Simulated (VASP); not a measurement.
Ir, 2 atoms in the cell. The structure is hexagonal, space group P6_3/mmc (No. 194). Conventional cell: a = 2.684 Å, b = 2.684 Å, c = 4.453 Å, α = 90.00°, β = 90.00°, γ = 120.00°. Within 3.5 Å of Ir (site symmetry -6m2) lie 12 Ir at 2.68 to 2.71 Å. 

```yaml
Program: VASP 6.6.1
Task: single point
Functional: PBE
Potentials_or_basis: VASP PAW PBE potentials, release 64 (Ir)
Cutoff: 520 eV
k_mesh: 18 × 18 × 10
Occupations: gaussian, width 0.15 eV
Spin: no spin polarisation
Dipole_correction: no
Further_INCAR_settings: ALGO = Normal; EDIFF = 1e-06; NBANDS = 16
```

Potentials or basis: VASP PAW PBE potentials, release 64 (Ir).

Command:

```console
$ cat potpaw_PBE.64/Ir/POTCAR > POTCAR
$ mpirun -np 1 vasp_std > vasp.out
```

Hardware: 1 thread of Intel(R) Xeon(R) Platinum 8488C (Sapphire Rapids), with other jobs on the host.

Task: Estimate the wall time of this run.

Result: It took 42 s on 1 thread of Intel(R) Xeon(R) Platinum 8488C (Sapphire Rapids), with other jobs on the host, peak memory 0.21 GiB. Counts: scf iterations 12, k points 222.
